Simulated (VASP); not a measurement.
# Yb (Fd-3m) in VASP: a series of runs

The runs below take Yb through single point, relaxation of cell and atoms, with PBE.

Everything below comes from runs of VASP 6.6.1. Logs are shortened: lines on timing, memory, paths and dates and some standing lists are left out, and cuts for length are marked.

## (1) The cell of the first run

It takes space group Fd-3m (No. 227, cubic). Conventional cell: a = 8.868 Å, b = 8.868 Å, c = 8.868 Å, α = 90.00°, β = 90.00°, γ = 90.00°. Within 5.0 Å of Yb (site symmetry -43m) lie 4 Yb at 3.84 Å.

This isn't the form of Yb at room conditions, which is fcc.

## (2) Single point, PBE (87.17 Å³/atom)

Contents of INCAR:

```
SYSTEM = Yb
ALGO = Normal ; EDIFF = 1E-6
ENCUT = 520 ; GGA = PE
ISIF = 2 ; ISMEAR = -1
LASPH = .TRUE. ; LCHARG = .TRUE.
LELF = .TRUE. ; LREAL = .FALSE.
LVHAR = .TRUE. ; LWAVE = .FALSE.
NBANDS = 31 ; NELM = 80
PREC = Accurate ; SIGMA = 0.1
```

Contents of KPOINTS:

```
k-points
0
G
  7 7 7
  0 0 0
```

Contents of POSCAR:

```
Yb
1.0
    0.0000000000      4.4340021242      4.4340021242
    4.4340021242      0.0000000000      4.4340021242
    4.4340021242      4.4340021242      0.0000000000
Yb
2
Direct
    0.1250000000      0.1250000000      0.1250000000
    0.8750000000      0.8750000000      0.8750000000
```

Potentials or basis: VASP PAW PBE potentials, release 64 (Yb).

Run with:

```sh
cat potpaw_PBE.64/Yb/POTCAR > POTCAR
mpirun -np 1 vasp_std > vasp.out
```

OUTCAR:

```text
SYSTEM = Yb
   EDIFF = 1E-6
   ENCUT = 520
   GGA = PE
   ISIF = 2
   ISMEAR = -1
   LASPH = .TRUE.
   LREAL = .FALSE.
   NELM = 80
   PREC = Accurate

 ion  position               nearest neighbor table
   1  0.125  0.125  0.125-
   2  0.875  0.875  0.875-

  LATTYP: Found a face centered cubic cell.
 ALAT       =     8.8680042484

  Lattice vectors:

 A1 = (   0.0000000000,   4.4340021242,   4.4340021242)
 A2 = (   4.4340021242,   0.0000000000,   4.4340021242)
 A3 = (   4.4340021242,   4.4340021242,   0.0000000000)

Analysis of symmetry for initial positions (statically):
=====================================================================
 Subroutine PRICEL returns:
 Original cell was already a primitive cell.

 Routine SETGRP: Setting up the symmetry group for a
 face centered cubic supercell.

 Subroutine GETGRP returns: Found 48 space group operations
 (whereof 12 operations were pure point group operations)
 out of a pool of 48 trial point group operations.

The static configuration has the point symmetry D_3d.
 The point group associated with its full space group is O_h .

Analysis of symmetry for dynamics (positions and initial velocities):
=====================================================================
 Subroutine PRICEL returns:
 Original cell was already a primitive cell.

 Routine SETGRP: Setting up the symmetry group for a
 face centered cubic supercell.

 Subroutine GETGRP returns: Found 48 space group operations
 (whereof 12 operations were pure point group operations)
 out of a pool of 48 trial point group operations.

The dynamic configuration has the point symmetry D_3d.
 The point group associated with its full space group is O_h .

 Subroutine INISYM returns: Found 48 space group operations
 (whereof 12 operations are pure point group operations),
 and found     1 'primitive' translations

----------------------------------------------------------------------------------------

                                     Primitive cell

  volume of cell :     174.3483

  direct lattice vectors                    reciprocal lattice vectors
     0.000000000  4.434002124  4.434002124    -0.112764944  0.112764944  0.112764944
     4.434002124  0.000000000  4.434002124     0.112764944 -0.112764944  0.112764944
     4.434002124  4.434002124  0.000000000     0.112764944  0.112764944 -0.112764944

  length of vectors
     6.270625940  6.270625940  6.270625940     0.195314612  0.195314612  0.195314612

  position of ions in fractional coordinates (direct lattice)
     0.125000000  0.125000000  0.125000000
     0.875000000  0.875000000  0.875000000

  ion indices of the primitive-cell ions
   primitive index   ion index
                 1           1
                 2           2

----------------------------------------------------------------------------------------

 KPOINTS: k-points

Automatic generation of k-mesh.
 Grid dimensions read from file:
 generate k-points for:    7    7    7

 Generating k-lattice:

  Cartesian coordinates                     Fractional coordinates (reciprocal lattice)
    -0.016109278  0.016109278  0.016109278     0.142857143  0.000000000  0.000000000
     0.016109278 -0.016109278  0.016109278     0.000000000  0.142857143  0.000000000
     0.016109278  0.016109278 -0.016109278     0.000000000  0.000000000  0.142857143

  Length of vectors
     0.027902087  0.027902087  0.027902087

  Shift w.r.t. Gamma in fractional coordinates (k-lattice)
     0.000000000  0.000000000  0.000000000

 Subroutine IBZKPT returns following result:
 ===========================================

 Found     20 irreducible k-points:

 Following reciprocal coordinates:
            Coordinates               Weight
  0.000000  0.000000  0.000000      1.000000
  0.142857  0.000000  0.000000      8.000000
  0.285714  0.000000  0.000000      8.000000
  0.428571  0.000000  0.000000      8.000000
  0.142857  0.142857  0.000000      6.000000
  0.285714  0.142857  0.000000     24.000000
[... 12 lines left out ...]
 -0.428571  0.428571  0.142857     24.000000
 -0.285714  0.428571  0.142857     24.000000
   k-points           NKPTS =     20   k-points in BZ     NKDIM =     20   number of bands    NBANDS=     31
   number of dos      NEDOS =    301   number of ions     NIONS =      2
   total plane-waves  NPLWV = 110592
   dimension x,y,z NGX =    48 NGY =   48 NGZ =   48
   dimension x,y,z NGXF=    96 NGYF=   96 NGZF=   96
   ions per type =               2
   NGX,Y,Z   is equivalent  to a cutoff of  12.73, 12.73, 12.73 a.u.
   NGXF,Y,Z  is equivalent  to a cutoff of  25.45, 25.45, 25.45 a.u.
 SYSTEM =  Yb
   PREC   = accura    normal or accurate (medium, high low for compatibility)
   ISTART =      0    job   : 0-new  1-cont  2-samecut
   ICHARG =      2    charge: 1-file 2-atom 10-const
   ISPIN  =      1    spin polarized calculation?
   LNONCOLLINEAR =      F non collinear calculations
   LSORBIT =      F    spin-orbit coupling
   LASPH  =      T    aspherical Exc in radial PAW
   ENCUT  =  520.0 eV  38.22 Ry    6.18 a.u.  11.66 11.66 11.66*2*pi/ulx,y,z
   NELM   =     80;   NELMIN=  2; NELMDL= -5     # of ELM steps
   EDIFF  = 0.1E-05   stopping-criterion for ELM
   LREAL  =      F    real-space projection
   EDIFFG = 0.1E-04   stopping-criterion for IOM
   NSW    =      0    number of steps for IOM
   IBRION =     -1    ionic relax: 0-MD 1-quasi-New 2-CG
   NFREE  =      0    steps in history (QN), initial steepest desc. (CG)
   ISIF   =      2    stress and relaxation
   ISYM   =      2    0-nonsym 1-usesym 2-fastsym
   POTIM  = 0.5000    time-step for ionic-motion
   TEBEG  =    0.0;   TEEND  =   0.0 temperature during run
   PSTRESS=    0.0 pullay stress
   NELECT =      48.0000    total number of electrons
   NUPDOWN=      -1.0000    fix difference up-down
   EMIN   =  10.00;   EMAX   =-10.00  energy-range for DOS
   EFERMI =   0.00;   METHOD = LEGACY
   ISMEAR =    -1;   SIGMA  =   0.10  broadening in eV -4-tet -1-fermi 0-gaus
   EFERMI_NEDOS =   21; number of points for ismear=-14 and -15
   IALGO  =     38    algorithm
   IMIX   =      4    mixing-type and parameters
     AMIX     =   0.40;   BMIX     =  1.00
     AMIX_MAG =   1.60;   BMIX_MAG =  1.00
  volume/ion in A,a.u.               =      87.17       588.28
  Fermi-wavevector in a.u.,A,eV,Ry     =   1.064999  2.012557 15.432050  1.134224
  Thomas-Fermi vector in A             =   2.200536
   LORBIT       =      0    0 simple, 1 ext, 2 COOP (PROOUT), +10 PAW based schemes
   GGA     = PE    functional components
   LHFCALC =     F    Hartree Fock is set to
   AEXX    =    0.0000 exact exchange contribution
   IVDW    =     0    specifies the selected vdW correction
   LEPSILON=     F    determine dielectric tensor
   LRPA    =     F    only Hartree local field effects (RPA)
 non-spin polarized calculation
  energy-cutoff  :      520.00
  volume of cell :      174.35
 maximum number of plane-waves:      4719
   NGX = 23   NGY = 23   NGZ = 23

 number of electron      48.0000017 magnetization

 Free energy of the ion-electron system (eV)
  ---------------------------------------------------
  ext. energy  EPLUGINS =         0.00000000
  ---------------------------------------------------
  free energy    TOTEN  =        -4.81638964 eV

  energy without entropy =       -4.65508055  energy(sigma->0) =       -4.73573509

 E-fermi :  -0.6010     XC(G=0):  -6.0424

 val. band max:       -0.6049163666   @ k =  -0.4286   0.2857   0.0000
 cond. band min:      -0.5867778290   @ k =  -0.2857   0.2857   0.0000
 fundamental gap:      0.0181385375
 Fermi energy:        -0.6010059287

 k-point     1 :       0.0000    0.0000    0.0000
  band No.  band energies     occupation
      1     -52.9956      2.00000
      2     -52.9890      2.00000
      3     -25.4540      2.00000
      4     -25.4540      2.00000
      5     -25.4540      2.00000
      6     -25.3881      2.00000
[... 23 lines left out ...]
     30       1.0892      0.00000
     31       1.0892      0.00000

 k-point     2 :       0.1429    0.0000    0.0000
  band No.  band energies     occupation
      1     -52.9954      2.00000
      2     -52.9893      2.00000
      3     -25.4552      2.00000
      4     -25.4552      2.00000
      5     -25.4532      2.00000
      6     -25.3891      2.00000
[... 23 lines left out ...]
     30       1.1173      0.00000
     31       1.1173      0.00000

 k-point     3 :       0.2857    0.0000    0.0000
  band No.  band energies     occupation
      1     -52.9947      2.00000
      2     -52.9899      2.00000
      3     -25.4576      2.00000
      4     -25.4576      2.00000
      5     -25.4512      2.00000
      6     -25.3913      2.00000
[... 23 lines left out ...]
     30       1.2558      0.00000
     31       1.2558      0.00000

 k-point     4 :       0.4286    0.0000    0.0000
  band No.  band energies     occupation
      1     -52.9941      2.00000
      2     -52.9906      2.00000
      3     -25.4595      2.00000
      4     -25.4595      2.00000
      5     -25.4495      2.00000
      6     -25.3932      2.00000
[... 23 lines left out ...]
     30       1.4685      0.00000
     31       1.4685      0.00000

 k-point     5 :       0.1429    0.1429    0.0000
  band No.  band energies     occupation
      1     -52.9953      2.00000
      2     -52.9894      2.00000
      3     -25.4564      2.00000
      4     -25.4564      2.00000
      5     -25.4508      2.00000
      6     -25.3914      2.00000
[... 23 lines left out ...]
     30       1.1079      0.00000
     31       1.1079      0.00000
[... 406 lines left out ...]
     30       1.2124      0.00000
     31       1.5029      0.00000

 k-point    18 :      -0.4286    0.2857    0.1429
  band No.  band energies     occupation
      1     -52.9935      2.00000
      2     -52.9912      2.00000
      3     -25.4650      2.00000
      4     -25.4622      2.00000
      5     -25.4369      2.00000
      6     -25.4058      2.00000
[... 23 lines left out ...]
     30       1.3656      0.00000
     31       1.8315      0.00000

 k-point    19 :      -0.4286    0.4286    0.1429
  band No.  band energies     occupation
      1     -52.9930      2.00000
      2     -52.9917      2.00000
      3     -25.4654      2.00000
      4     -25.4646      2.00000
      5     -25.4289      2.00000
      6     -25.4139      2.00000
[... 23 lines left out ...]
     30       1.1700      0.00000
     31       1.8519      0.00000

 k-point    20 :      -0.2857    0.4286    0.1429
  band No.  band energies     occupation
      1     -52.9928      2.00000
      2     -52.9919      2.00000
      3     -25.4661      2.00000
      4     -25.4642      2.00000
      5     -25.4278      2.00000
      6     -25.4149      2.00000
[... 23 lines left out ...]
     30       1.2846      0.00000
     31       1.9805      0.00000

------------------------ aborting loop because EDIFF is reached ----------------------------------------

  FORCE on cell =-STRESS in cart. coord.  units (eV):
  Direction    XX          YY          ZZ          XY          YZ          ZX
  --------------------------------------------------------------------------------------
  -------------------------------------------------------------------------------------
  Total       -0.3345158     -0.3345158     -0.3345158      0.0000000     -0.0000000      0.0000000
  in kB       -3.0740405     -3.0740405     -3.0740405      0.0000000     -0.0000000      0.0000000
  external PRESSURE =      -3.0740405 kB  Pullay stress =       0.0000000 kB

 VOLUME and BASIS-vectors are now :
 -----------------------------------------------------------------------------
  energy-cutoff  :      520.00
  volume of cell :      174.35
      direct lattice vectors                 reciprocal lattice vectors
     0.000000000  4.434002124  4.434002124    -0.112764944  0.112764944  0.112764944
     4.434002124  0.000000000  4.434002124     0.112764944 -0.112764944  0.112764944
     4.434002124  4.434002124  0.000000000     0.112764944  0.112764944 -0.112764944

 POSITION                                       TOTAL-FORCE (eV/Angst)
 -----------------------------------------------------------------------------------
      1.10850      1.10850      1.10850         0.000000      0.000000      0.000000
      7.75950      7.75950      7.75950        -0.000000     -0.000000     -0.000000
 -----------------------------------------------------------------------------------
    total drift:                                0.000000      0.000000      0.000000

  FREE ENERGIE OF THE ION-ELECTRON SYSTEM (eV)
  ---------------------------------------------------
  free  energy   TOTEN  =        -4.8163896358 eV

  energy  without entropy=       -4.6550805509  energy(sigma->0) =       -4.73573509
```

Wall time 5.7 min (1 thread of Intel Xeon 8259CL, shared host); peak memory 0.37 GiB.

What came out:

- Free energy: -4.8164 eV
- Pressure: -0.3 GPa
- Band gap on the k mesh: zero (bands 24 and 25 overlap by 0.95 eV)

Levels at points of the mesh, in eV from the Fermi level:
| k point | band 20 | band 21 | band 22 | band 23 | band 24 | band 25 | band 26 | band 27 | band 28 | band 29 |
| --- | --- | --- | --- | --- | --- | --- | --- | --- | --- | --- |
| (0.00, 0.00, 0.00) | -0.53 | -0.53 | -0.53 | -0.53 | 0.88 | 0.88 | 0.88 | 1.16 | 1.16 | 1.69 |

Caveat: spin-orbit coupling is left out, which moves the levels of the heavy elements.

## (3) Single point, PBE (90.40 Å³/atom)

This run uses another cell than the first one, of 90.40 Å³/atom.

Contents of INCAR:

```
  ALGO = Normal
  EDIFF = 1E-7
  ENCUT = 520
  GGA = PE
  ISIF = 2
  ISMEAR = -1
  LASPH = T
  LCHARG = F
  LREAL = F
  LWAVE = F
  NBANDS = 31
  NELM = 60
  PREC = Accurate
  SIGMA = 0.1
```

Contents of KPOINTS:

```
k-points
0
Gamma
  7 7 7
```

Contents of POSCAR:

```
Yb
1.0
    0.0000000000      4.4880806506      4.4880806506
    4.4880806506      0.0000000000      4.4880806506
    4.4880806506      4.4880806506      0.0000000000
Yb
2
Direct
    0.1250000000      0.1250000000      0.1250000000
    0.8750000000      0.8750000000      0.8750000000
```

Potentials or basis: VASP PAW PBE potentials, release 64 (Yb).

Run with:

```sh
cat potpaw_PBE.64/Yb/POTCAR > POTCAR
mpirun -np 1 vasp_std > vasp.out
```

It took 9.6 min on 1 thread of Intel Xeon 8259CL, shared host; peak memory 0.38 GiB.

The run converged. Its results:

```yaml
Free_energy: -4.8036 eV
Pressure: -0.4 GPa
Band_gap_on_the_k_mesh: zero (bands 24 and 25 overlap by 0.91 eV)
```

Levels at points of the mesh, in eV from the Fermi level:
```tsv
k point	band 20	band 21	band 22	band 23	band 24	band 25	band 26	band 27	band 28	band 29
(0.00, 0.00, 0.00)	-0.53	-0.53	-0.53	-0.53	0.86	0.86	0.86	1.16	1.16	1.66
```

Caveat: spin-orbit coupling is left out, which moves the levels of the heavy elements.

## (4) Relaxation of cell and atoms, PBE

This run uses another cell than the first one, of 55.73 Å³/atom.

Contents of INCAR:

```
SYSTEM = Yb
PREC = Accurate ; ENCUT = 600
EDIFF = 1E-6 ; ISMEAR = -1
SIGMA = 0.1 ; LREAL = .False.
LASPH = .True. ; NELM = 80
ALGO = Normal ; ISIF = 3
LWAVE = .False. ; LCHARG = .False.
GGA = PE ; IBRION = 2
NSW = 80 ; EDIFFG = -0.01
```

Contents of KPOINTS:

```
regular mesh
0
Gamma
  7 7 7
  0 0 0
```

Contents of POSCAR:

```
Yb
1.0
    0.0000000000      3.8197026988      3.8197026988
    3.8197026988      0.0000000000      3.8197026988
    3.8197026988      3.8197026988      0.0000000000
Yb
2
Direct
    0.1250000000      0.1250000000      0.1250000000
    0.8750000000      0.8750000000      0.8750000000
```

Run with:

```sh
cat potpaw_PBE.64/Yb/POTCAR > POTCAR
mpirun -np 1 vasp_std > vasp.out
```

Wall time 31 min (1 thread of Intel Xeon 8259CL, shared host); peak memory 0.38 GiB.

It converged, with:

- Free energy: -4.8132 eV
- Relaxed volume: 76.16 Å³/atom
- Relaxed cell: a = 5.995 Å, b = 5.995 Å, c = 5.995 Å, α = 60.00°, β = 60.00°, γ = 60.00°
- Space group after relaxing (to 0.1 Å): Fd-3m (No. 227)
- Energy gained by relaxing: 106.9 meV/atom
- Ionic steps: 4
- Pressure after relaxing: 0.0 GPa
- Band gap on the k mesh: zero (bands 24 and 25 overlap by 1.07 eV)

Step by step:
| step | energy change (eV) | largest force (eV/Å) | pressure (GPa) | volume (Å³) |
| --- | --- | --- | --- | --- |
| 1 | 0.0000 | 0.0000 | 2.18 | 111.46 |
| 2 | -0.1150 | 0.0000 | 1.57 | 124.12 |
| 3 | -0.1937 | 0.0000 | -0.58 | 167.78 |
| 4 | -0.2137 | 0.0000 | -0.02 | 152.32 |

Final structure:
```
Yb
1.0
     0.00000    4.23884    4.23884
     4.23884    0.00000    4.23884
     4.23884    4.23884    0.00000
Yb
2
Direct
  0.12500 0.12500 0.12500
  0.87500 0.87500 0.87500
```

Levels at points of the mesh, in eV from the Fermi level:
| k point | band 20 | band 21 | band 22 | band 23 | band 24 | band 25 | band 26 | band 27 | band 28 |
| --- | --- | --- | --- | --- | --- | --- | --- | --- | --- |
| (0.00, 0.00, 0.00) | -0.52 | -0.51 | -0.51 | -0.51 | 0.94 | 0.94 | 0.94 | 1.14 | 1.14 |

Caveat: the volume moved by over 15 % at a fixed basis, so the end points are rough; spin-orbit coupling is left out, which moves the levels of the heavy elements. Spin polarisation is off, so any magnetic state and its effect on volume and gap are missing.

## (5) Summary

| task | cell | cutoff (eV) | gap on the mesh (eV) | pressure (GPa) |
| --- | --- | --- | --- | --- |
| single point | a = 6.271 Å, angles 60.0°, 2 atoms | 520 | none | -0.3 |
| single point | a = 6.347 Å, angles 60.0°, 2 atoms | 520 | none | -0.4 |
| relaxation of cell and atoms | relaxed from a = 5.402 Å, angles 60.0°, 2 atoms | 600 | none | 0.0 |

Alike in all rows: level PBE; potentials or basis VASP PAW PBE potentials, release 64 (Yb); no spin polarisation; k mesh 7 × 7 × 7; smearing fermi-dirac 0.1 eV.

Caveats: spin-orbit coupling is left out, which moves the levels of the heavy elements; the volume moved by over 15 % at a fixed basis, so the end points are rough (at least some runs).

Total energies depend on the potentials used, so only differences within one code and one set of settings carry meaning.
